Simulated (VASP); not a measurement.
The system is Cl.

```
Cl
1.0
     3.12524   -2.00725    0.00000
     3.12524    2.00725    0.00000
     0.00000    0.00000    8.14656
Cl
4
Direct
  0.87564 0.12436 0.60748
  0.12436 0.87564 0.39252
  0.62436 0.37564 0.10748
  0.37564 0.62436 0.89252
```

Base run:

```yaml
Program: VASP 6.6.1
Functional: r2SCAN
Potentials_or_basis: VASP PAW PBE potentials, release 64 (Cl)
Cutoff: 520 eV
k_mesh: 8 × 8 × 4
Occupations: gaussian, width 0.01 eV
Spin: no spin polarisation
```

Its results: band gap on the k mesh 2.60 eV; pressure 0.3 GPa; largest force 0.234 eV/Å.

The run is repeated on the same cell with these changes: functional from r2SCAN to PBE; occupations from gaussian, width 0.01 eV to fermi-dirac, width 0.02 eV. What comes out?

Band gap on the k mesh 2.25 eV; pressure 1.8 GPa; largest force 0.039 eV/Å.

Caveats: the PAW data sets were made with another functional, which shifts forces and pressure a little (at least some runs); this functional lacks dispersion, which holds the molecules together, so the pressure and a relaxed volume are unreliable (at least some runs).

A k mesh can miss the band edges.
